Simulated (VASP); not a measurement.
Input of a VASP 6.6.1 run:

The input INCAR:

```
PREC     = Accurate       # precision mode
ENCUT    = 520            # plane-wave cutoff, eV
EDIFF    = 1E-7           # SCF threshold, eV
ISMEAR   = 0              # smearing method
SIGMA    = 0.15           # smearing width, eV
LREAL    = False          # projectors in reciprocal space
LASPH    = True           # aspherical terms in the spheres
NELM     = 60             # most SCF steps
ALGO     = Normal         # electronic algorithm
ISIF     = 2              # what is computed and relaxed
LWAVE    = False          # write WAVECAR
LCHARG   = False          # write CHGCAR
GGA      = PE             # functional
IVDW     = 12             # dispersion correction
NBANDS   = 26             # bands
```

Contents of KPOINTS:

```
Automatic mesh
0
Gamma
  22 22 4
```

Contents of POSCAR:

```
C
1.0
   -1.2324898335     -2.1347350114      0.0000000000
    1.2324898335     -2.1347350114      0.0000000000
    0.0000000000      0.0000000000     13.7268657407
C
8
Direct
    1.0000000000      1.0000000000      0.8590150077
    1.0000000000      1.0000000000      0.3681212379
    0.0000000000      0.0000000000      0.1226743531
    0.0000000000      0.0000000000      0.6135681228
    0.6666666667      0.6666666667      0.8590150077
    0.6666666667      0.6666666667      0.3681212379
    0.3333333333      0.3333333333      0.1226743531
    0.3333333333      0.3333333333      0.6135681228
```

Potentials or basis: VASP PAW PBE potentials, release 64 (C).

Command:

```sh
$ cat potpaw_PBE.64/C/POTCAR > POTCAR
$ mpirun -np 1 vasp_std > vasp.out
```

(1) What does it give for the pressure?

(2) Predict the dispersion energy per atom.

## Answers

(1) 0.3 GPa.

(2) -0.152 eV.
